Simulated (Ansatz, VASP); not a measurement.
# Pt in VASP and in Ansatz

```xyz
1
Lattice="0.0000 2.0914 1.7375 2.0914 0.0000 1.7375 2.0914 2.0914 0.0000" Properties=species:S:1:pos:R:3 pbc="T T T"
Pt    0.0000    0.0000    0.0000
```

Alike in both runs: task single point; functional LDA; k mesh 22 × 22 × 22; occupations gaussian, width 0.15 eV; no spin polarisation.

|  | VASP | Ansatz |
| --- | --- | --- |
| version | VASP 6.6.1 | Ansatz 0.2.0 |
| potentials or method | VASP PAW LDA potentials, release 64 (Pt), cutoff 520 eV | scalar-relativistic, plane waves, PAW |
| valence electrons in the cell | 10 | 18 |

|  | VASP | Ansatz | Ansatz less VASP |
| --- | --- | --- | --- |
| gap on the k mesh at the Fermi level (eV) | none | none | - |
| pressure (GPa) | -5.7 | -6.4 | -0.70 |
| traceless stress, the component that is largest in VASP (GPa) | 5.04 | 5.03 | -0.014 |

LDA's correlation is that of Perdew and Zunger in VASP and of Perdew and Wang (1992) in Ansatz. A gap of «none» marks a metal or a gap that the smearing closes. VASP's potentials hold 10 valence electrons a cell and Ansatz's 18, so a difference there can come from the potentials and not from the codes.

Spin-orbit coupling is off throughout.
